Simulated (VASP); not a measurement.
A run of VASP 6.6.1 is set up as follows.

File POSCAR:

```
Pt
1.0
    2.7606656200      0.0000000000      0.0000000000
   -1.3803328100      2.3908065500      0.0000000000
    0.0000000000      0.0000000000      4.7921340000
Pt
2
Direct
    0.6666666689      0.3333333305      0.7500000000
    0.3333333311      0.6666666695      0.2500000000
```

INCAR.step1

```
SYSTEM = Pt
ALGO = Normal
EDIFF = 1E-4
ENCUT = 520
GGA = PE
ISMEAR = -1
LASPH = .TRUE.
LCHARG = .FALSE.
LREAL = .FALSE.
LWAVE = .TRUE.
NBANDS = 17
NELM = 100
PREC = Accurate
SIGMA = 0.1
```

File INCAR.step2:

```
SYSTEM = Pt
ALGO = Normal
EDIFF = 1E-7
ENCUT = 520
ISIF = 2
ISMEAR = -1
ISTART = 1
LASPH = .TRUE.
LCHARG = .FALSE.
LMIXTAU = .TRUE.
LREAL = .FALSE.
LWAVE = .FALSE.
METAGGA = R2SCAN
NBANDS = 17
NELM = 100
PREC = Accurate
SIGMA = 0.1
```

The input KPOINTS:

```
k-points
0
G
  7 7 4
  0 0 0
```

Potentials or basis: VASP PAW PBE potentials, release 64 (Pt).

Launch:

```sh
$ cat potpaw_PBE.64/Pt/POTCAR > POTCAR
$ cp INCAR.step1 INCAR
$ mpirun -np 1 vasp_std > vasp.out
$ cp INCAR.step2 INCAR
$ mpirun -np 1 vasp_std > vasp.out
```

Question: Estimate the band gap on the k mesh.

Answer: Zero (band 10 reaches 10.36 eV, above the bottom of band 11 at 9.25 eV).

Question: Estimate the pressure.

Answer: -5.2 GPa.

Stress tensor (GPa, compression positive):
```
-6.65  0.00  0.00
 0.00 -6.65  0.00
 0.00  0.00 -2.45
```

Caveat: the k points lie up to 0.38 Å⁻¹ apart; the PAW data sets were made with another functional, which shifts forces and pressure a little; spin-orbit coupling is left out, which moves the levels of the heavy elements.
